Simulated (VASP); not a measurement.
Write the native input for VASP 6.6.1 that does the following.

```yaml
Task: relaxation of cell and atoms
Functional: PBE
Potentials_or_basis: VASP PAW PBE potentials, release 64 (Zr_sv)
Cutoff: 600 eV
k_mesh: 10 × 10 × 5
Occupations: fermi-dirac, width 0.1 eV
Spin: no spin polarisation
Target_pressure: 2 GPa
Dipole_correction: no
Further_INCAR_settings: ALGO = Normal; EDIFF = 1e-06; IBRION = 2; EDIFFG = -0.02; NSW = 80; ISIF = 3
```

The structure of Zr lies in POSCAR:

```
Zr
1.0
    3.2320000000      0.0000000000      0.0000000000
   -1.6160000000      2.7989941000      0.0000000000
    0.0000000000      0.0000000000      5.1470000000
Zr
2
Direct
    0.3333333300      0.6666666700      0.2500000000
    0.6666666700      0.3333333300      0.7500000000
```

The input as run:

INCAR

```
SYSTEM = Zr
  PREC = Accurate
  ENCUT = 600
  EDIFF = 1E-6
  ISMEAR = -1
  SIGMA = 0.1
  LREAL = .FALSE.
  LASPH = .TRUE.
  NELM = 100
  ALGO = Normal
  ISIF = 3
  LWAVE = .FALSE.
  LCHARG = .FALSE.
  GGA = PE
  IBRION = 2
  NSW = 80
  EDIFFG = -0.02
  PSTRESS = 20.0
```

KPOINTS

```
Automatic mesh
0
G
  10 10 5
  0 0 0
```

Potentials or basis: VASP PAW PBE potentials, release 64 (Zr_sv).

Launch:

```sh
$ cat potpaw_PBE.64/Zr_sv/POTCAR > POTCAR
$ mpirun -np 1 vasp_std > vasp.out
```

It gave:

| Item | Value |
| --- | --- |
| Relaxed volume | 22.91 Å³/atom |
| Relaxed cell | a = 3.209 Å, b = 3.209 Å, c = 5.136 Å, α = 90.00°, β = 90.00°, γ = 120.00° |
| Space group after relaxing (to 0.1 Å) | P6_3/mmc (No. 194) |
| Energy change on relaxing (the run minimises the enthalpy) | +2.7 meV/atom |
| Ionic steps | 4 |
| Pressure after relaxing | 2.0 GPa |
| Band gap on the k mesh | zero (bands 12 and 13 overlap by 1.19 eV) |

Caveat: the cell is relaxed towards a set pressure, so the run minimises the enthalpy, not the energy.

Wall time 61 s on 1 thread of Intel(R) Xeon(R) Platinum 8488C (Sapphire Rapids) (shared host), peak memory 0.2 GiB.
